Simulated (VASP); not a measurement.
The system is Rh.

```
CELL_PARAMETERS angstrom
2.73098 0.00000 0.00000
-1.36549 2.36510 0.00000
0.00000 0.00000 4.42849
ATOMIC_POSITIONS crystal
Rh 0.66667 0.33333 0.75000
Rh 0.33333 0.66667 0.25000
```

This isn't the form of Rh at room conditions, which is fcc.

| Item | Value |
| --- | --- |
| Program | VASP 6.6.1 |
| Task | relaxation of cell and atoms |
| Functional | PBEsol |
| Potentials or basis | VASP PAW PBE potentials, release 64 (Rh_pv) |
| Cutoff | 600 eV |
| k mesh | 9 × 9 × 4 |
| Occupations | gaussian, width 0.1 eV |
| Spin | no spin polarisation |

At the start: pressure -14.4 GPa; volume 14.30 Å³/atom.

**Question.** Where does the relaxation end?

**Answer.** Over 5 steps the energy falls by 37.2 meV/atom and the volume is 13.52 Å³/atom (-5.5 %); space group P6_3/mmc (No. 194, to 0.1 Å) before and after.

The path:
```
step  energy change (eV)  largest force (eV/Å)  pressure (GPa)  volume (Å³)
   1              0.0000                0.0000          -14.38        28.60
   2              0.4561                0.0000           56.48        23.61
   3             -0.0741                0.0000           -0.81        27.12
   4             -0.0744                0.0000           -0.25        27.06
   5             -0.0744                0.0000            0.09        27.03
```

Final structure:
```
CELL_PARAMETERS angstrom
2.68149 0.00000 0.00000
-1.34075 2.32224 0.00000
0.00000 0.00000 4.34133
ATOMIC_POSITIONS crystal
Rh 0.66667 0.33333 0.75000
Rh 0.33333 0.66667 0.25000
```

Caveat: the PAW data sets were made with another functional, which shifts forces and pressure a little.
